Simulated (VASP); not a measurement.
A run of VASP 6.6.1:

Contents of INCAR:

```
ALGO     = Normal         # electronic algorithm
EDIFF    = 1E-7           # SCF threshold, eV
ENCUT    = 520            # plane-wave cutoff, eV
GGA      = PS             # functional
ISIF     = 2              # what is computed and relaxed
ISMEAR   = 0              # smearing method
LASPH    = True           # aspherical terms in the spheres
LCHARG   = False          # write CHGCAR
LREAL    = False          # projectors in reciprocal space
LWAVE    = False          # write WAVECAR
NBANDS   = 7              # bands
NELM     = 80             # most SCF steps
PREC     = Accurate       # precision mode
SIGMA    = 0.1            # smearing width, eV
```

File KPOINTS:

```
k-points
0
Gamma
  6 6 14
```

The input POSCAR:

```
Be
1.0
    7.7477504541      0.0000000000      0.0000000000
   -3.8738752270      6.7097487154      0.0000000000
    0.0000000000      0.0000000000      3.1174759174
Be
1
Direct
    0.0000000000      0.0000000000      0.0000000000
```

Potentials or basis: VASP PAW PBE potentials, release 64 (Be).

The run is started by

```bash
$ cat potpaw_PBE.64/Be/POTCAR > POTCAR
$ mpirun -np 1 vasp_std > vasp.out
```

Hardware: 1 thread of Intel(R) Xeon(R) Platinum 8259CL CPU @ 2.50GHz (Skylake/Cascade Lake), on a shared host.

**Question.** How long does it take, and how much memory?

**Answer.** Wall time 47 s on 1 thread of Intel(R) Xeon(R) Platinum 8259CL CPU @ 2.50GHz (Skylake/Cascade Lake) (shared host), peak memory 0.29 GiB. Counts: scf iterations 13, k points 56.
